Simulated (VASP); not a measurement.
# RbBr (P6_3/mmc) in VASP: settings compared

RbBr is run at these levels: PBE, PBEsol, LDA; tasks: relaxation of cell and atoms.

All numbers are computed with VASP 6.6.1; they aren't measurements. Logs are shortened: lines on timing, memory, paths and dates and some standing lists are left out, and cuts for length are marked.

### 1 The cell of the first run

The structure is hexagonal, space group P6_3/mmc (No. 194). Conventional cell: a = 4.839 Å, b = 4.839 Å, c = 7.888 Å, α = 90.00°, β = 90.00°, γ = 120.00°. Within 4.5 Å of Rb (site symmetry -3m) lie 6 Br at 3.42 Å and 2 Rb at 3.94 Å. Br (site symmetry -6m2) has 6 Rb at 3.42 Å within 4.5 Å.

### 2 Relaxation of cell and atoms, PBE

Contents of INCAR:

```
ALGO = Normal ; EDIFF = 1E-6
EDIFFG = -0.005 ; ENCUT = 600
GGA = PE ; IBRION = 2
ISIF = 3 ; ISMEAR = -1
LASPH = True ; LCHARG = False
LREAL = False ; LWAVE = False
NELM = 100 ; NSW = 80
PREC = Accurate ; SIGMA = 0.02
```

Contents of KPOINTS:

```
k-points
0
Gamma
  6 6 4
```

Contents of POSCAR:

```
RbBr
1.0
    4.8390043800      0.0000000000      0.0000000000
   -2.4195021900      4.1907007221      0.0000000000
    0.0000000000      0.0000000000      7.8875771394
Rb Br
2 2
Direct
    0.0000000000      0.0000000000      0.0000000000
    0.0000000000      0.0000000000      0.5000000000
    0.3333333333      0.6666666667      0.2500000000
    0.6666666667      0.3333333333      0.7500000000
```

Potentials or basis: VASP PAW PBE potentials, release 64 (Rb_sv, Br).

Run with:

```console
cat potpaw_PBE.64/Rb_sv/POTCAR potpaw_PBE.64/Br/POTCAR > POTCAR
mpirun -np 1 vasp_std > vasp.out
```

OUTCAR:

```text
EDIFF = 1E-6
   EDIFFG = -0.005
   ENCUT = 600
   GGA = PE
   IBRION = 2
   ISIF = 3
   ISMEAR = -1
   LASPH = True
   LREAL = False
   NELM = 100
   NSW = 80
   PREC = Accurate

 ion  position               nearest neighbor table
   1  0.000  0.000  0.000-   3 3.42   4 3.42   3 3.42   4 3.42   4 3.42   3 3.42   2 3.94   2 3.94

   2  0.000  0.000  0.500-   3 3.42   4 3.42   3 3.42   4 3.42   4 3.42   3 3.42   1 3.94   1 3.94

   3  0.333  0.667  0.250-   1 3.42   2 3.42   1 3.42   2 3.42   1 3.42   2 3.42
   4  0.667  0.333  0.750-   1 3.42   2 3.42   1 3.42   2 3.42   1 3.42   2 3.42

  LATTYP: Found a hexagonal cell.
 ALAT       =     4.8390043800
 C/A-ratio  =     1.6300000000

  Lattice vectors:

 A1 = (   4.8390043800,   0.0000000000,   0.0000000000)
 A2 = (  -2.4195021900,   4.1907007221,   0.0000000000)
 A3 = (   0.0000000000,   0.0000000000,   7.8875771394)

Analysis of symmetry for initial positions (statically):
=====================================================================
 Subroutine PRICEL returns:
 Original cell was already a primitive cell.

 Routine SETGRP: Setting up the symmetry group for a
 hexagonal supercell.

 Subroutine GETGRP returns: Found 24 space group operations
 (whereof 12 operations were pure point group operations)
 out of a pool of 24 trial point group operations.

The static configuration has the point symmetry D_3d.
 The point group associated with its full space group is D_6h.

Analysis of symmetry for dynamics (positions and initial velocities):
=====================================================================
 Subroutine PRICEL returns:
 Original cell was already a primitive cell.

 Routine SETGRP: Setting up the symmetry group for a
 hexagonal supercell.

 Subroutine GETGRP returns: Found 24 space group operations
 (whereof 12 operations were pure point group operations)
 out of a pool of 24 trial point group operations.

The dynamic configuration has the point symmetry D_3d.
 The point group associated with its full space group is D_6h.

 Subroutine INISYM returns: Found 24 space group operations
 (whereof 12 operations are pure point group operations),
 and found     1 'primitive' translations

----------------------------------------------------------------------------------------

                                     Primitive cell

  volume of cell :     159.9508

  direct lattice vectors                    reciprocal lattice vectors
[... 77 lines left out ...]
 SYSTEM =  unknown system
   PREC   = accura    normal or accurate (medium, high low for compatibility)
   ISTART =      0    job   : 0-new  1-cont  2-samecut
   ICHARG =      2    charge: 1-file 2-atom 10-const
   ISPIN  =      1    spin polarized calculation?
   LNONCOLLINEAR =      F non collinear calculations
   LSORBIT =      F    spin-orbit coupling
   LASPH  =      T    aspherical Exc in radial PAW
   ENCUT  =  600.0 eV  44.10 Ry    6.64 a.u.   9.66  9.66 15.75*2*pi/ulx,y,z
   NELM   =    100;   NELMIN=  2; NELMDL= -5     # of ELM steps
   EDIFF  = 0.1E-05   stopping-criterion for ELM
   LREAL  =      F    real-space projection
   EDIFFG = -.5E-02   stopping-criterion for IOM
   NSW    =     80    number of steps for IOM
   IBRION =      2    ionic relax: 0-MD 1-quasi-New 2-CG
   NFREE  =      1    steps in history (QN), initial steepest desc. (CG)
   ISIF   =      3    stress and relaxation
   ISYM   =      2    0-nonsym 1-usesym 2-fastsym
   POTIM  = 0.5000    time-step for ionic-motion
   TEBEG  =    0.0;   TEEND  =   0.0 temperature during run
   PSTRESS=    0.0 pullay stress
   NELECT =      32.0000    total number of electrons
   NUPDOWN=      -1.0000    fix difference up-down
   EMIN   =  10.00;   EMAX   =-10.00  energy-range for DOS
   EFERMI =   0.00;   METHOD = LEGACY
   ISMEAR =    -1;   SIGMA  =   0.02  broadening in eV -4-tet -1-fermi 0-gaus
   EFERMI_NEDOS =   21; number of points for ismear=-14 and -15
   IALGO  =     38    algorithm
   IMIX   =      4    mixing-type and parameters
     AMIX     =   0.40;   BMIX     =  1.00
     AMIX_MAG =   1.60;   BMIX_MAG =  1.00
  volume/ion in A,a.u.               =      39.99       269.85
  Fermi-wavevector in a.u.,A,eV,Ry     =   0.957479  1.809374 12.473367  0.916767
  Thomas-Fermi vector in A             =   2.086501
   LORBIT       =      0    0 simple, 1 ext, 2 COOP (PROOUT), +10 PAW based schemes
   GGA     = PE    functional components
   LHFCALC =     F    Hartree Fock is set to
   AEXX    =    0.0000 exact exchange contribution
   IVDW    =     0    specifies the selected vdW correction
   LEPSILON=     F    determine dielectric tensor
   LRPA    =     F    only Hartree local field effects (RPA)
 conjugate gradient relaxation of ions
 non-spin polarized calculation
  energy-cutoff  :      600.00
  volume of cell :      159.95
 maximum number of plane-waves:      5369
 NGX is ok and might be reduce to    40
   NGX = 19   NGY = 19   NGZ = 31

--------------------------------------- Ionic step        1  -------------------------------------------

 number of electron      32.0000001 magnetization

 Free energy of the ion-electron system (eV)
  ---------------------------------------------------
  ext. energy  EPLUGINS =         0.00000000
  ---------------------------------------------------
  free energy    TOTEN  =       -12.05225383 eV

  energy without entropy =      -12.05225383  energy(sigma->0) =      -12.05225383

------------------------ aborting loop because EDIFF is reached ----------------------------------------

  FORCE on cell =-STRESS in cart. coord.  units (eV):
  Direction    XX          YY          ZZ          XY          YZ          ZX
  --------------------------------------------------------------------------------------
  -------------------------------------------------------------------------------------
  Total        0.8139231      0.8139231      2.0280864     -0.0000000     -0.0000000      0.0000000
  in kB        8.1528170      8.1528170     20.3147160     -0.0000000     -0.0000000      0.0000000
  external PRESSURE =      12.2067833 kB  Pullay stress =       0.0000000 kB
[... 291 lines left out ...]
--------------------------------------- Ionic step        9  -------------------------------------------

 number of electron      31.9999998 magnetization

 Free energy of the ion-electron system (eV)
  ---------------------------------------------------
  ext. energy  EPLUGINS =         0.00000000
  ---------------------------------------------------
  free energy    TOTEN  =       -12.13194265 eV

  energy without entropy =      -12.13194265  energy(sigma->0) =      -12.13194265

 E-fermi :  -1.4751     XC(G=0):  -6.9433

 val. band max:       -1.9605202234   @ k =   0.0000   0.0000   0.0000
 cond. band min:       2.1687184688   @ k =   0.0000   0.0000   0.0000
 fundamental gap:      4.1292386922
 Fermi energy:        -1.4750913900

 k-point     1 :       0.0000    0.0000    0.0000
  band No.  band energies     occupation
      1     -26.6796      2.00000
      2     -26.6658      2.00000
      3     -14.1648      2.00000
      4     -14.1172      2.00000
      5     -10.7774      2.00000
      6     -10.7527      2.00000
[... 503 lines left out ...]
  FREE ENERGIE OF THE ION-ELECTRON SYSTEM (eV)
  ---------------------------------------------------
  free  energy   TOTEN  =       -12.1319426453 eV

  energy  without entropy=      -12.1319426453  energy(sigma->0) =      -12.13194265

 reached required accuracy - stopping structural energy minimisation
```

OSZICAR:

```text
N       E                     dE             d eps       ncg     rms          rms(c)
DAV:   1     0.238285501140E+03    0.23829E+03   -0.14675E+04   840   0.152E+03
DAV:   2     0.718482189448E+01   -0.23110E+03   -0.22330E+03  1212   0.254E+02
DAV:   3    -0.119547712484E+02   -0.19140E+02   -0.19103E+02  1240   0.811E+01
[... 80 lines left out ...]
DAV:   3    -0.121319282062E+02    0.38643E-03   -0.12300E-03   944   0.179E-01    0.291E-02
DAV:   4    -0.121319354546E+02   -0.72484E-05   -0.73666E-05  1140   0.392E-02    0.120E-02
DAV:   5    -0.121319403676E+02   -0.49130E-05   -0.82605E-06  1320   0.150E-02    0.633E-03
DAV:   6    -0.121319426391E+02   -0.22715E-05   -0.98508E-07   552   0.860E-03    0.197E-03
DAV:   7    -0.121319426453E+02   -0.61914E-08   -0.99097E-08   444   0.205E-03
   9 F= -.12131943E+02 E0= -.12131943E+02  d E =-.682972E-04
```

CONTCAR:

```text
RbBr
   1.00000000000000
     4.8481642999775776    0.0000000000000000   -0.0000000000000000
    -2.4240821499887888    4.1986334454972027   -0.0000000000000000
    -0.0000000000000000   -0.0000000000000000    8.5177337001065485
  Rb              Br
     2     2
Direct
     0.0000000000000000    0.0000000000000000    0.0000000000000000
     0.0000000000000000    0.0000000000000000    0.5000000000000000
     0.3333333332999970    0.6666666667000030    0.2500000000000000
     0.6666666667000030    0.3333333332999970    0.7500000000000000

  0.00000000E+00  0.00000000E+00  0.00000000E+00
  0.00000000E+00  0.00000000E+00  0.00000000E+00
  0.00000000E+00  0.00000000E+00  0.00000000E+00
  0.00000000E+00  0.00000000E+00  0.00000000E+00
```

Wall time 3.1 min (1 thread of Intel Xeon 6975P-C (Granite Rapids), shared host); peak memory 0.36 GiB.

Results:

| Property | Result |
| --- | --- |
| Free energy | -12.1319 eV |
| Relaxed volume | 43.35 Å³/atom |
| Relaxed cell | a = 4.848 Å, b = 4.848 Å, c = 8.518 Å, α = 90.00°, β = 90.00°, γ = 120.00° |
| Space group after relaxing (to 0.1 Å) | P6_3/mmc (No. 194) |
| Energy gained by relaxing | 19.9 meV/atom |
| Ionic steps | 9 |
| Pressure after relaxing | 0.0 GPa |
| Band gap on the k mesh | 4.13 eV |

The path:
```
step  energy change (eV)  largest force (eV/Å)  pressure (GPa)  volume (Å³)
   1              0.0000                0.0000            1.22       159.95
   2             -0.0490                0.0000            0.53       167.10
   3             -0.0639                0.0000           -0.41       180.68
   4             -0.0685                0.0000           -0.16       176.42
   5             -0.0685                0.0000           -0.14       176.08
   6             -0.0735                0.0000           -0.12       175.54
   7             -0.0796                0.0000           -0.04       173.89
   8             -0.0796                0.0000           -0.04       173.94
   9             -0.0797                0.0000            0.00       173.38
```

Final structure:
```xyz
4
Lattice="4.8482 0.0000 0.0000 -2.4241 4.1986 0.0000 0.0000 0.0000 8.5177" Properties=species:S:1:pos:R:3 pbc="T T T"
Rb    0.0000    0.0000    0.0000
Rb    0.0000    0.0000    4.2589
Br    0.0000    2.7991    2.1294
Br    2.4241    1.3995    6.3883
```

Levels at points of the mesh, in eV from the valence-band top:
```tsv
k point	band 14	band 15	band 16	band 17	band 18	band 19
(0.00, 0.00, 0.00)	-0.12	0.00	0.00	4.13	6.31	6.57
(0.50, 0.00, 0.00)	-0.31	-0.31	-0.15	5.85	6.68	6.81
(0.00, 0.00, 0.50)	-0.13	-0.13	-0.13	5.25	5.25	6.93
(0.50, 0.00, 0.50)	-0.34	-0.23	-0.23	6.43	6.43	6.70
```

A k mesh can miss the band edges.

### 3 Relaxation of cell and atoms, PBEsol

This run uses another cell than the first one, of 43.36 Å³/atom.

Contents of INCAR:

```
SYSTEM = RbBr
PREC     = Accurate       ! precision mode
ENCUT    = 600            ! plane-wave cutoff, eV
EDIFF    = 1E-7           ! SCF threshold, eV
ISMEAR   = -1             ! smearing method
SIGMA    = 0.02           ! smearing width, eV
LREAL    = .FALSE.        ! projectors in reciprocal space
LASPH    = .TRUE.         ! aspherical terms in the spheres
NELM     = 80             ! most SCF steps
ALGO     = Normal         ! electronic algorithm
ISIF     = 3              ! what is computed and relaxed
LWAVE    = .FALSE.        ! write WAVECAR
LCHARG   = .FALSE.        ! write CHGCAR
GGA      = PS             ! functional
IBRION   = 2              ! ionic algorithm
NSW      = 80             ! ionic steps
EDIFFG   = -0.005         ! ionic threshold
```

Contents of KPOINTS:

```
Automatic mesh
0
G
  6 6 4
  0 0 0
```

Contents of POSCAR:

```
RbBr
1.0
    4.8535110663      0.0000000000      0.0000000000
   -2.4267555331      4.2032638809      0.0000000000
    0.0000000000      0.0000000000      8.5020177377
Rb Br
2 2
Direct
    0.0000000000      0.0000000000      0.0000000000
    0.0000000000      0.0000000000      0.5000000000
    0.3333333333      0.6666666667      0.2500000000
    0.6666666667      0.3333333333      0.7500000000
```

Potentials or basis: VASP PAW PBE potentials, release 64 (Rb_sv, Br).

Run with:

```console
cat potpaw_PBE.64/Rb_sv/POTCAR potpaw_PBE.64/Br/POTCAR > POTCAR
mpirun -np 1 vasp_std > vasp.out
```

Wall time 2.9 min (1 thread of Intel Xeon 6975P-C (Granite Rapids), shared host); peak memory 0.38 GiB.

Results (log left out):

```
Free energy                           : -12.6149 eV
Relaxed volume                        : 40.25 Å³/atom
Relaxed cell                          : a = 4.723 Å, b = 4.723 Å, c = 8.333 Å, α = 90.00°, β = 90.00°, γ = 120.00°
Space group after relaxing (to 0.1 Å) : P6_3/mmc (No. 194)
Energy gained by relaxing             : 9.0 meV/atom
Ionic steps                           : 8
Pressure after relaxing               : 0.0 GPa
Band gap on the k mesh                : 4.16 eV
```

The path:
```csv
step,energy change (eV),largest force (eV/Å),pressure (GPa),volume (Å³)
1,0.0000,0.0000,-0.85,173.45
2,-0.0245,0.0000,-0.51,167.74
3,-0.0357,0.0000,-0.05,161.48
4,-0.0358,0.0000,0.00,160.89
5,-0.0358,0.0000,-0.02,161.14
6,-0.0359,0.0000,-0.02,161.11
7,-0.0361,0.0000,-0.02,161.02
8,-0.0361,0.0000,-0.02,161.00
```

Final structure:
```
Rb Br
1.0
     4.72332    0.00000    0.00000
    -2.36166    4.09051    0.00000
     0.00000    0.00000    8.33276
Rb Br
2 2
Cartesian
  4.7233 0.0000 0.0000
  4.7233 0.0000 4.1664
  0.0000 2.7270 2.0832
  2.3617 1.3635 6.2496
```

Levels at points of the mesh, in eV from the valence-band top:
```tsv
k point	band 12	band 13	band 14	band 15	band 16	band 17	band 18	band 19	band 20
(0.00, 0.00, 0.00)	-0.30	-0.30	-0.13	0.00	0.00	4.16	6.18	6.61	7.47
(0.50, 0.00, 0.00)	-0.57	-0.49	-0.38	-0.33	-0.16	5.71	6.67	6.90	7.22
(0.00, 0.00, 0.50)	-0.67	-0.16	-0.16	-0.16	-0.16	5.37	5.37	6.89	6.89
(0.50, 0.00, 0.50)	-0.81	-0.40	-0.40	-0.27	-0.27	6.35	6.35	6.80	6.80
```

Caveat: the PAW data sets were made with another functional, which shifts forces and pressure a little.

### 4 Relaxation of cell and atoms, LDA

This run uses another cell than the first one, of 43.36 Å³/atom.

Contents of INCAR:

```
SYSTEM = RbBr
ALGO = Normal
EDIFF = 1E-6
EDIFFG = -0.005
ENCUT = 600
GGA = CA
IBRION = 2
ISIF = 3
ISMEAR = -1
LASPH = .True.
LCHARG = .False.
LREAL = .False.
LWAVE = .False.
NELM = 80
NSW = 80
PREC = Accurate
SIGMA = 0.02
```

Contents of KPOINTS:

```
k-points
0
Gamma
  6 6 4
  0 0 0
```

POSCAR is that of step 3.

Potentials or basis: VASP PAW LDA potentials, release 64 (Rb_sv, Br).

Run with:

```console
cat potpaw_LDA.64/Rb_sv/POTCAR potpaw_LDA.64/Br/POTCAR > POTCAR
mpirun -np 1 vasp_std > vasp.out
```

Run time: 2.7 min. Hardware: 1 thread of Intel Xeon 6975P-C (Granite Rapids), shared host; peak memory 0.32 GiB.

The run converged. Its results:

* Free energy: -13.3418 eV
* Relaxed volume: 37.15 Å³/atom
* Relaxed cell: a = 4.594 Å, b = 4.594 Å, c = 8.131 Å, α = 90.00°, β = 90.00°, γ = 120.00°
* Space group after relaxing (to 0.1 Å): P6_3/mmc (No. 194)
* Energy gained by relaxing: 42.4 meV/atom
* Ionic steps: 10
* Pressure after relaxing: 0.0 GPa
* Band gap on the k mesh: 4.10 eV

The path:
| step | energy change (eV) | largest force (eV/Å) | pressure (GPa) | volume (Å³) |
| --- | --- | --- | --- | --- |
| 1 | 0.0000 | 0.0000 | -1.88 | 173.45 |
| 2 | -0.1213 | 0.0000 | -1.16 | 160.96 |
| 3 | -0.1681 | 0.0000 | -0.17 | 150.34 |
| 4 | -0.1688 | 0.0000 | 0.02 | 148.68 |
| 5 | -0.1688 | 0.0000 | -0.03 | 149.15 |
| 6 | -0.1691 | 0.0000 | -0.03 | 149.10 |
| 7 | -0.1697 | 0.0000 | -0.03 | 148.96 |
| 8 | -0.1697 | 0.0000 | -0.03 | 148.92 |
| 9 | -0.1697 | 0.0000 | -0.03 | 148.91 |
| 10 | -0.1697 | 0.0000 | 0.01 | 148.60 |

Final structure:
```xyz
4
Lattice="4.5939 0.0000 0.0000 -2.2970 3.9784 0.0000 0.0000 0.0000 8.1306" Properties=species:S:1:pos:R:3 pbc="T T T"
Rb   -2.2970    3.9784    0.0000
Rb    0.0000    0.0000    4.0653
Br    0.0000    2.6523    2.0327
Br    2.2970    1.3261    6.0980
```

Levels at points of the mesh, in eV from the valence-band top:
```
           k point  band 12  band 13  band 14  band 15  band 16  band 17  band 18  band 19  band 20
(0.00, 0.00, 0.00)    -0.38    -0.38    -0.14     0.00     0.00     4.10     5.95     6.59     7.35
(0.50, 0.00, 0.00)    -0.69    -0.54    -0.47    -0.34    -0.17     5.45     6.53     6.93     7.37
(0.00, 0.00, 0.50)    -0.79    -0.20    -0.20    -0.20    -0.20     5.42     5.42     6.76     6.76
(0.50, 0.00, 0.50)    -0.93    -0.46    -0.46    -0.32    -0.32     6.14     6.14     6.82     6.82
```

### 5 The runs side by side

```tsv
level	potentials or basis	cell	gap on the mesh (eV)	pressure (GPa)	relaxed volume (Å³/atom)
PBE	VASP PAW PBE potentials, release 64 (Rb_sv, Br)	relaxed from a = 4.839, b = 4.839, c = 7.888 Å, angles 90.0, 90.0, 120.0°, 4 atoms	4.13	0.0	43.35
PBEsol	VASP PAW PBE potentials, release 64 (Rb_sv, Br)	relaxed from a = 4.854, b = 4.854, c = 8.502 Å, angles 90.0, 90.0, 120.0°, 4 atoms	4.16	0.0	40.25
LDA	VASP PAW LDA potentials, release 64 (Rb_sv, Br)	relaxed from a = 4.854, b = 4.854, c = 8.502 Å, angles 90.0, 90.0, 120.0°, 4 atoms	4.10	0.0	37.15
```

Alike in all rows: task relaxation of cell and atoms; no spin polarisation; k mesh 6 × 6 × 4; cutoff (eV) 600; smearing fermi-dirac 0.02 eV.

Caveats: the PAW data sets were made with another functional, which shifts forces and pressure a little (at least some runs).

Total energies depend on the potentials used, so only differences within one code and one set of settings carry meaning.
